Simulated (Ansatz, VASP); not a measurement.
## One calculation of W, two programs

```
CELL_PARAMETERS angstrom
-0.19991 1.99913 1.89917
1.79921 0.00000 1.69926
1.99913 1.99913 -0.19991
ATOMIC_POSITIONS crystal
W 0.00000 0.00000 0.00000
```

Change from the starting cell: engineering shear strain xz -0.2000, normal strain along z -0.0500.

Alike in both runs: task single point; functional PBEsol; k mesh 20 × 20 × 20; occupations gaussian, width 0.15 eV; no spin polarisation.

|  | VASP | Ansatz |
| --- | --- | --- |
| version | VASP 6.6.1 | Ansatz 0.2.0 |
| potentials or method | VASP PAW PBE potentials, release 64 (W_sv), cutoff 500 eV | scalar-relativistic, plane waves, PAW |
| valence electrons in the cell | 14 | 14 |

VASP gave:

* gap on the k mesh at the Fermi level (eV): none
* pressure (GPa): 29.9
* traceless stress, the component that is largest in VASP (GPa): 26.47

Question: Estimate Ansatz's values.

Answer: gap on the k mesh at the Fermi level (eV): none; pressure (GPa): 28.7; traceless stress, the component that is largest in VASP (GPa): 25.66.

VASP's potentials were made for PBE, not for PBEsol, and Ansatz warns of the same on its side. A gap of «none» marks a metal or a gap that the smearing closes. Both programs put the cell under a high pressure, so it lies far from rest at this level. With one functional, cell and mesh, what is left measures potentials, basis and numerics.

Neither program's run includes spin-orbit coupling.
